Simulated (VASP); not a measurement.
Write the native input for VASP 6.6.1 that does the following.

- Task: single point
- Functional: LDA
- Potentials or basis: VASP PAW LDA potentials, release 64 (W_sv)
- Cutoff: 520 eV
- k mesh: 15 × 15 × 15
- Occupations: fermi-dirac, width 0.08 eV
- Spin: no spin polarisation
- Dipole correction: no
- Further INCAR settings: ALGO = Normal; EDIFF = 1e-07; NBANDS = 13

The structure of W lies in POSCAR:

```
W
1.0
    2.5954848852      0.0000000000      0.0000000000
    0.0000000000      2.5954848852      0.0000000000
    0.0000000000      0.0000000000      2.5954848852
W
1
Direct
    0.0000000000      0.0000000000      0.0000000000
```

One way to write it, as run:

INCAR

```
SYSTEM = W
PREC = Accurate ; ENCUT = 520
EDIFF = 1E-7 ; ISMEAR = -1
SIGMA = 0.08 ; LREAL = .False.
LASPH = .True. ; NELM = 80
ALGO = Normal ; ISIF = 2
LWAVE = .False. ; LCHARG = .False.
NBANDS = 13
```

KPOINTS

```
Automatic mesh
0
Gamma
  15 15 15
  0 0 0
```

Potentials or basis: VASP PAW LDA potentials, release 64 (W_sv).

The run is started by

```sh
$ cat potpaw_LDA.64/W_sv/POTCAR > POTCAR
$ mpirun -np 1 vasp_std > vasp.out
```

Results of the run:

```json
{
 "Pressure": "1.6 GPa",
 "Band gap on the k mesh": "zero (band 7 reaches 11.67 eV, above the bottom of band 8 at 8.81 eV)"
}
```

Caveat: spin-orbit coupling is left out, which moves the levels of the heavy elements.

Run time: 14 s on 1 thread of AMD EPYC 7R43 64-Core Processor (Zen 3) (shared host), peak memory 0.1 GiB.
